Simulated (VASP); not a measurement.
Here is a VASP 6.6.1 calculation.

INCAR

```
SYSTEM = SnO2
ALGO = Normal ; EDIFF = 1E-6
ENCUT = 520 ; GGA = PE
ISIF = 2 ; ISMEAR = 0
IVDW = 12 ; LASPH = .TRUE.
LCHARG = .TRUE. ; LELF = .TRUE.
LREAL = .FALSE. ; LVHAR = .TRUE.
LWAVE = .FALSE. ; NBANDS = 49
NELM = 100 ; PREC = Accurate
SIGMA = 0.05
```

The input KPOINTS:

```
k-points
0
G
  9 9 2
  0 0 0
```

File POSCAR:

```
SnO2
1.0
   -3.2372529198      0.0000000000      0.0000000000
   -1.6186264599     -2.8035432670      0.0000000000
   -1.9423517519     -1.1214173069     13.6754773976
Sn O
3 6
Direct
    0.4783727177      0.4783727177      0.4707348724
    0.9372395348     -0.0627604652      0.1569011630
    0.0195059006      0.0195059006      0.7845685818
    0.5749330664      0.5749330664      0.2293340005
    0.6571994323     -0.3428005677      0.8570014193
    0.1160662494      0.1160662494      0.5431677099
    0.3818123690      0.3818123690      0.7121357442
    0.8406791861     -0.1593208139      0.3983020348
    0.2995460031      0.2995460031      0.0844683255
```

Potentials or basis: VASP PAW PBE potentials, release 64 (Sn_d, O).

Launch:

```bash
$ cat potpaw_PBE.64/Sn_d/POTCAR potpaw_PBE.64/O/POTCAR > POTCAR
$ mpirun -np 1 vasp_std > vasp.out
```

(1) What does it give for the band gap on the k mesh?

(2) Estimate the pressure.

(3) Estimate the largest force.

(4) Estimate the dispersion energy per atom.

Results:

(1) 1.77 eV, indirect (least direct gap 1.84 eV).

(2) 0.3 GPa.

(3) 0.258 eV/Å.

(4) -0.189 eV.

Caveat: spin-orbit coupling is left out, which moves the levels of the heavy elements.
